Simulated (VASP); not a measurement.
Input of a VASP 6.6.1 run:

Contents of INCAR:

```
SYSTEM = Ni
ALGO     = Normal         ! electronic algorithm
EDIFF    = 1E-6           ! SCF threshold, eV
ENCUT    = 590            ! plane-wave cutoff, eV
GGA      = PE             ! functional
GGA_COMPAT= .False.      
ISIF     = 2              ! what is computed and relaxed
ISMEAR   = -5             ! smearing method
ISPIN    = 2              ! spin polarisation
IVDW     = 13             ! dispersion correction
LASPH    = .True.         ! aspherical terms in the spheres
LCHARG   = .False.        ! write CHGCAR
LDAU     = .True.         ! DFT+U
LDAUJ    = 0            
LDAUL    = 2              ! shell
LDAUPRINT= 1            
LDAUTYPE = 2            
LDAUU    = 3.5            ! U, eV
LMAXMIX  = 4              ! l up to which the mixer works
LORBIT   = 11             ! projections on sites
LREAL    = .False.        ! projectors in reciprocal space
LWAVE    = .False.        ! write WAVECAR
MAGMOM   = 1              ! initial moments
NBANDS   = 19             ! bands
NELM     = 200            ! most SCF steps
PREC     = Accurate       ! precision mode
SIGMA    = 0.05           ! smearing width, eV
```

File KPOINTS:

```
k-points
0
Gamma
  13 13 13
  0 0 0
```

File POSCAR:

```
Ni
1.0
    0.0000000000      1.6310973596      1.6310973596
    1.6310973596      0.0000000000      1.6310973596
    1.6310973596      1.6310973596      0.0000000000
Ni
1
Direct
    0.0000000000      0.0000000000      0.0000000000
```

Potentials or basis: VASP PAW PBE potentials, release 64 (Ni_sv_GW).

Launch:

```bash
$ cat potpaw_PBE.64/Ni_sv_GW/POTCAR > POTCAR
$ mpirun -np 1 vasp_std > vasp.out
```

What does it give for the dispersion energy per atom?

-0.559 eV.

Estimate the net moment.

0.67 μB per cell.

Eigenvalues of the final occupation matrices:
| site | spin | trace | eigenvalues |
| --- | --- | --- | --- |
| site 1 d | 1 | 4.36 | 0.87 0.87 0.87 0.88 0.88 |
| site 1 d | 2 | 3.60 | 0.65 0.65 0.65 0.83 0.83 |

Caveat: the U is typed as a test and isn't derived for this compound. The state reached can hang on the start; a lower one may exist.
